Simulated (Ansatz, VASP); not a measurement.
**Two plane-wave programs on TiAl**

```
CELL_PARAMETERS angstrom
2.86726 0.00000 0.00000
-1.43363 2.48312 0.00000
0.00000 0.00000 4.67808
ATOMIC_POSITIONS crystal
Ti 0.01305 0.93248 0.98566
Al 0.33333 0.66667 0.50000
```

Change from the starting cell: one atom moved.

Alike in both runs: task single point; functional PBE; k mesh 15 × 15 × 8; occupations gaussian, width 0.1 eV; no spin polarisation.

|  | VASP | Ansatz |
| --- | --- | --- |
| version | VASP 6.6.1 | Ansatz 0.2.0 |
| potentials or method | VASP PAW PBE potentials, release 64 (Ti_sv, Al), cutoff 520 eV | scalar-relativistic, plane waves, PAW |
| valence electrons in the cell | 15 | 15 |

|  | VASP | Ansatz | Ansatz less VASP |
| --- | --- | --- | --- |
| gap on the k mesh at the Fermi level (eV) | none | none | - |
| pressure (GPa) | 0.8 | 0.8 | +0.07 |
| traceless stress, the component that is largest in VASP (GPa) | 2.52 | 2.55 | +0.024 |
| rms of the force components (eV/Å) | 0.392 | 0.392 | -0.0001 |

Atom by atom the forces differ by 0.001 eV/Å (rms over components). A gap of «none» marks a metal or a gap that the smearing closes. With one functional, cell and mesh, what is left measures potentials, basis and numerics.
